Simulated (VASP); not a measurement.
# AsPt (Fm-3m) in VASP: single point with PBE

Aim: the single point of AsPt with PBE.

All numbers are computed with VASP 6.6.1; they aren't measurements. Logs are shortened: lines on timing, memory, paths and dates and some standing lists are left out, and cuts for length are marked.

**1. The cell of the first run**

Symmetry: Fm-3m, No. 225, cubic system. The conventional cell has a = 5.330 Å, b = 5.330 Å, c = 5.330 Å, α = 90.00°, β = 90.00°, γ = 90.00°. Within 3.5 Å of Pt (site symmetry m-3m) lie 6 As at 2.67 Å. Within 3.5 Å of As (site symmetry m-3m) lie 6 Pt at 2.67 Å.

**2. Single point, PBE**

File POSCAR:

```
AsPt
1.0
    0.0000000000      2.6651800000      2.6651800000
    2.6651800000      0.0000000000      2.6651800000
    2.6651800000      2.6651800000      0.0000000000
Pt As
1 1
Direct
    0.5000000000      0.5000000000      0.5000000000
    0.0000000000      0.0000000000      0.0000000000
```

File INCAR.step1:

```
SYSTEM = AsPt
PREC     = Accurate       ! precision mode
ENCUT    = 400            ! plane-wave cutoff, eV
EDIFF    = 1E-6           ! SCF threshold, eV
ISMEAR   = -1             ! smearing method
SIGMA    = 0.1451         ! smearing width, eV
LREAL    = .False.        ! projectors in reciprocal space
LASPH    = .True.         ! aspherical terms in the spheres
NELM     = 120            ! most SCF steps
ALGO     = Normal         ! electronic algorithm
ISIF     = 2              ! what is computed and relaxed
LWAVE    = .False.        ! write WAVECAR
LCHARG   = .True.         ! write CHGCAR
LMAXMIX  = 4              ! l up to which the mixer works
GGA      = PE             ! functional
NBANDS   = 14             ! bands
GGA_COMPAT= .False.      
NEDOS    = 2001           ! points of the DOS
LORBIT   = 11             ! projections on sites
```

File KPOINTS.step1:

```
Automatic mesh
0
Gamma
  11 11 11
  0 0 0
```

File INCAR.step2:

```
SYSTEM = AsPt
PREC     = Accurate       ! precision mode
ENCUT    = 400            ! plane-wave cutoff, eV
EDIFF    = 1E-6           ! SCF threshold, eV
ISMEAR   = -5             ! smearing method
SIGMA    = 0.1451         ! smearing width, eV
LREAL    = .False.        ! projectors in reciprocal space
LASPH    = .True.         ! aspherical terms in the spheres
NELM     = 120            ! most SCF steps
ALGO     = Normal         ! electronic algorithm
ISIF     = 2              ! what is computed and relaxed
LWAVE    = .False.        ! write WAVECAR
LCHARG   = .False.        ! write CHGCAR
LMAXMIX  = 4              ! l up to which the mixer works
GGA      = PE             ! functional
LORBIT   = 11             ! projections on sites
NEDOS    = 1001           ! points of the DOS
ICHARG   = 11             ! starting density
GGA_COMPAT= .False.
```

File KPOINTS.step2:

```
Automatic mesh
0
Gamma
  17 17 17
  0 0 0
```

Potentials or basis: VASP PAW PBE potentials, release 64 (Pt, As).

Launch:

```
$ cat potpaw_PBE.64/Pt/POTCAR potpaw_PBE.64/As/POTCAR > POTCAR
$ cp INCAR.step1 INCAR
$ cp KPOINTS.step1 KPOINTS
$ mpirun -np 1 vasp_std > vasp.out
$ cp INCAR.step2 INCAR
$ cp KPOINTS.step2 KPOINTS
$ mpirun -np 1 vasp_std > vasp.out
```

OUTCAR:

```text
SYSTEM = AsPt
   PREC = Accurate
   ENCUT = 400
   EDIFF = 1E-6
   ISMEAR = -5
   LREAL = .False.
   LASPH = .True.
   NELM = 120
   ISIF = 2
   GGA = PE
   LORBIT = 11
   ICHARG = 11

 ion  position               nearest neighbor table
   1  0.500  0.500  0.500-   2 2.67   2 2.67   2 2.67   2 2.67   2 2.67   2 2.67
   2  0.000  0.000  0.000-   1 2.67   1 2.67   1 2.67   1 2.67   1 2.67   1 2.67

  LATTYP: Found a face centered cubic cell.
 ALAT       =     5.3303600000

  Lattice vectors:

 A1 = (   0.0000000000,   2.6651800000,   2.6651800000)
 A2 = (   2.6651800000,   0.0000000000,   2.6651800000)
 A3 = (   2.6651800000,   2.6651800000,   0.0000000000)

Analysis of symmetry for initial positions (statically):
=====================================================================
 Subroutine PRICEL returns:
 Original cell was already a primitive cell.

 Routine SETGRP: Setting up the symmetry group for a
 face centered cubic supercell.

 Subroutine GETGRP returns: Found 48 space group operations
 (whereof 48 operations were pure point group operations)
 out of a pool of 48 trial point group operations.

The static configuration has the point symmetry O_h .

Analysis of symmetry for dynamics (positions and initial velocities):
=====================================================================
 Subroutine PRICEL returns:
 Original cell was already a primitive cell.

 Routine SETGRP: Setting up the symmetry group for a
 face centered cubic supercell.

 Subroutine GETGRP returns: Found 48 space group operations
 (whereof 48 operations were pure point group operations)
 out of a pool of 48 trial point group operations.

The dynamic configuration has the point symmetry O_h .

 Subroutine INISYM returns: Found 48 space group operations
 (whereof 48 operations are pure point group operations),
 and found     1 'primitive' translations

----------------------------------------------------------------------------------------

                                     Primitive cell

  volume of cell :      37.8625

  direct lattice vectors                    reciprocal lattice vectors
     0.000000000  2.665180000  2.665180000    -0.187604590  0.187604590  0.187604590
     2.665180000  0.000000000  2.665180000     0.187604590 -0.187604590  0.187604590
     2.665180000  2.665180000  0.000000000     0.187604590  0.187604590 -0.187604590

  length of vectors
     3.769133702  3.769133702  3.769133702     0.324940681  0.324940681  0.324940681

  position of ions in fractional coordinates (direct lattice)
     0.500000000  0.500000000  0.500000000
     0.000000000  0.000000000  0.000000000

  ion indices of the primitive-cell ions
   primitive index   ion index
                 1           1
                 2           2

----------------------------------------------------------------------------------------

 KPOINTS: Automatic mesh

Automatic generation of k-mesh.
 Grid dimensions read from file:
 generate k-points for:   17   17   17

 Generating k-lattice:

  Cartesian coordinates                     Fractional coordinates (reciprocal lattice)
    -0.011035564  0.011035564  0.011035564     0.058823529  0.000000000  0.000000000
     0.011035564 -0.011035564  0.011035564     0.000000000  0.058823529  0.000000000
     0.011035564  0.011035564 -0.011035564     0.000000000  0.000000000  0.058823529

  Length of vectors
     0.019114158  0.019114158  0.019114158

  Shift w.r.t. Gamma in fractional coordinates (k-lattice)
     0.000000000  0.000000000  0.000000000

 TETIRR: Found    693 inequivalent tetrahedra from    29478

 Subroutine IBZKPT returns following result:
 ===========================================

 Found    165 irreducible k-points:

 Following reciprocal coordinates:
            Coordinates               Weight
  0.000000  0.000000  0.000000      1.000000
  0.058824  0.000000  0.000000      8.000000
  0.117647  0.000000  0.000000      8.000000
  0.176471  0.000000  0.000000      8.000000
  0.235294  0.000000  0.000000      8.000000
  0.294118  0.000000  0.000000      8.000000
[... 16 lines left out ...]
 -0.176471  0.058824  0.000000     24.000000
 -0.117647  0.058824  0.000000     24.000000
 [... further k-points ...]
   k-points           NKPTS =    165   k-points in BZ     NKDIM =    165   number of bands    NBANDS=     11
   number of dos      NEDOS =   1001   number of ions     NIONS =      2
   total plane-waves  NPLWV =  21952
   dimension x,y,z NGX =    28 NGY =   28 NGZ =   28
   dimension x,y,z NGXF=    56 NGYF=   56 NGZF=   56
   ions per type =               1   1
   NGX,Y,Z   is equivalent  to a cutoff of  12.35, 12.35, 12.35 a.u.
   NGXF,Y,Z  is equivalent  to a cutoff of  24.70, 24.70, 24.70 a.u.
 SYSTEM =  AsPt
   PREC   = accura    normal or accurate (medium, high low for compatibility)
   ISTART =      0    job   : 0-new  1-cont  2-samecut
   ICHARG =     11    charge: 1-file 2-atom 10-const
   ISPIN  =      1    spin polarized calculation?
   LNONCOLLINEAR =      F non collinear calculations
   LSORBIT =      F    spin-orbit coupling
   LASPH  =      T    aspherical Exc in radial PAW
   ENCUT  =  400.0 eV  29.40 Ry    5.42 a.u.   6.15  6.15  6.15*2*pi/ulx,y,z
   NELM   =    120;   NELMIN=  2; NELMDL=  0     # of ELM steps
   EDIFF  = 0.1E-05   stopping-criterion for ELM
   LREAL  =      F    real-space projection
   EDIFFG = 0.1E-04   stopping-criterion for IOM
   NSW    =      0    number of steps for IOM
   IBRION =     -1    ionic relax: 0-MD 1-quasi-New 2-CG
   NFREE  =      0    steps in history (QN), initial steepest desc. (CG)
   ISIF   =      2    stress and relaxation
   ISYM   =      2    0-nonsym 1-usesym 2-fastsym
   POTIM  = 0.5000    time-step for ionic-motion
   TEBEG  =    0.0;   TEEND  =   0.0 temperature during run
   PSTRESS=    0.0 pullay stress
   NELECT =      15.0000    total number of electrons
   NUPDOWN=      -1.0000    fix difference up-down
   EMIN   =  10.00;   EMAX   =-10.00  energy-range for DOS
   EFERMI =   0.00;   METHOD = LEGACY
   ISMEAR =    -5;   SIGMA  =   0.15  broadening in eV -4-tet -1-fermi 0-gaus
   EFERMI_NEDOS =   21; number of points for ismear=-14 and -15
   IALGO  =     38    algorithm
   IMIX   =      4    mixing-type and parameters
     AMIX     =   0.40;   BMIX     =  1.00
     AMIX_MAG =   1.60;   BMIX_MAG =  1.00
  volume/ion in A,a.u.               =      18.93       127.75
  Fermi-wavevector in a.u.,A,eV,Ry     =   1.202362  2.272135 19.669606  1.445675
  Thomas-Fermi vector in A             =   2.338146
   LORBIT       =     11    0 simple, 1 ext, 2 COOP (PROOUT), +10 PAW based schemes
   GGA     = PE    functional components
   LHFCALC =     F    Hartree Fock is set to
   AEXX    =    0.0000 exact exchange contribution
   IVDW    =     0    specifies the selected vdW correction
   LEPSILON=     F    determine dielectric tensor
   LRPA    =     F    only Hartree local field effects (RPA)
 non-spin polarized calculation
 Fermi weights with tetrahedron method with Bloechl corrections
  energy-cutoff  :      400.00
  volume of cell :       37.86
 maximum number of plane-waves:       701
 NGX is ok and might be reduce to    28

 number of electron      14.9999998 magnetization

 Free energy of the ion-electron system (eV)
  ---------------------------------------------------
  ext. energy  EPLUGINS =         0.00000000
  ---------------------------------------------------
  free energy    TOTEN  =       -10.98433951 eV

  energy without entropy =      -10.98433951  energy(sigma->0) =      -10.98433951

 E-fermi :   7.0615     XC(G=0): -11.3154

 val. band max:        7.2248805886   @ k =   0.2353   0.2353   0.0000
 cond. band min:       7.0072115147   @ k =  -0.2353   0.2353   0.0000
 fundamental gap:     -0.2176690739
 Fermi energy:         7.0615094497

 k-point     1 :       0.0000    0.0000    0.0000
  band No.  band energies     occupation
      1      -5.9839      2.00000
      2       3.9623      2.00000
      3       3.9623      2.00000
      4       3.9623      2.00000
      5       4.0020      2.00000
      6       4.0020      2.00000
      7       7.5458      0.00000
      8       7.5458      0.00000
      9       7.5458      0.00000
     10      10.1899      0.00000
     11      16.7927      0.00000

 k-point     2 :       0.0588    0.0000    0.0000
  band No.  band energies     occupation
      1      -5.9353      2.00000
      2       3.8995      2.00000
      3       3.8995      2.00000
      4       3.9058      2.00000
      5       3.9965      2.00000
      6       3.9965      2.00000
      7       7.1739      0.57845
      8       7.6870      0.00000
      9       7.6870      0.00000
     10      10.6197      0.00000
     11      16.6453      0.00000

 k-point     3 :       0.1176    0.0000    0.0000
  band No.  band energies     occupation
      1      -5.7912      2.00000
      2       3.6600      2.00000
      3       3.6600      2.00000
      4       3.7090      2.00000
      5       4.0725      2.00000
      6       4.0725      2.00000
      7       6.4850      2.03666
      8       8.0642      0.00000
      9       8.0642      0.00000
     10      11.4891      0.00000
     11      16.1534      0.00000
[... 267 lines left out ...]
 k-point    23 :      -0.1765    0.0588    0.0000
  band No.  band energies     occupation
      1      -5.4223      2.00000
      2       2.9739      2.00000
      3       3.1299      2.00000
      4       3.4041      2.00000
      5       4.1958      2.00000
      6       4.3142      2.00000
      7       5.8579      2.00000
      8       8.1927      0.00000
      9       9.2315      0.00000
     10      12.7603      0.00000
     11      15.3470      0.00000

 k-point    24 :      -0.1176    0.0588    0.0000
  band No.  band energies     occupation
      1      -5.6820      2.00000
      2       3.4301      2.00000
      3       3.4521      2.00000
      4       3.6763      2.00000
      5       4.0780      2.00000
      6       4.1747      2.00000
      7       6.3432      2.00000
      8       7.7702      0.00000
      9       8.6035      0.00000
     10      12.0363      0.00000
     11      15.9379      0.00000

 [... further k-points ...]
[... 5 lines left out ...]
  --------------------------------------------------------------------------------------
  -------------------------------------------------------------------------------------
  Total       -1.5174769     -1.5174769     -1.5174769     -0.0000000      0.0000000      0.0000000
  in kB      -64.2130100    -64.2130100    -64.2130100     -0.0000000      0.0000000      0.0000000
  external PRESSURE =     -64.2130100 kB  Pullay stress =       0.0000000 kB

 VOLUME and BASIS-vectors are now :
 -----------------------------------------------------------------------------
  energy-cutoff  :      400.00
  volume of cell :       37.86
      direct lattice vectors                 reciprocal lattice vectors
     0.000000000  2.665180000  2.665180000    -0.187604590  0.187604590  0.187604590
     2.665180000  0.000000000  2.665180000     0.187604590 -0.187604590  0.187604590
     2.665180000  2.665180000  0.000000000     0.187604590  0.187604590 -0.187604590

 POSITION                                       TOTAL-FORCE (eV/Angst)
 -----------------------------------------------------------------------------------
      2.66518      2.66518      2.66518         0.000000      0.000000     -0.000000
      0.00000      0.00000      0.00000        -0.000000     -0.000000      0.000000
 -----------------------------------------------------------------------------------
    total drift:                                0.000000      0.000000      0.000000

  FREE ENERGIE OF THE ION-ELECTRON SYSTEM (eV)
  ---------------------------------------------------
  free  energy   TOTEN  =       -10.9843395089 eV

  energy  without entropy=      -10.9843395089  energy(sigma->0) =      -10.98433951

 total charge

# of ion       s       p       d       tot
------------------------------------------
    1        0.701   0.372   8.127   9.200
    2        1.258   1.299   0.071   2.628
--------------------------------------------------
tot          1.959   1.671   8.198  11.828
```

It took 38 s on 1 thread of Intel Xeon Platinum 8375C at 2.90GHz (Ice Lake), shared host; peak memory 0.19 GiB.

Results:

| Property | Result |
| --- | --- |
| Valence electrons inside the program's atomic spheres | Pt 9.20; As 2.63 |

Levels at points of the mesh, in eV from the Fermi level:
```csv
k point,band 3,band 4,band 5,band 6,band 7,band 8,band 9,band 10,band 11
"(0.00, 0.00, 0.00)",-3.10,-3.10,-3.06,-3.06,0.48,0.48,0.48,3.13,9.73
```

Caveat: spin-orbit coupling is left out, which moves the levels of the heavy elements; tetrahedron occupations give inexact forces and stress in metals.
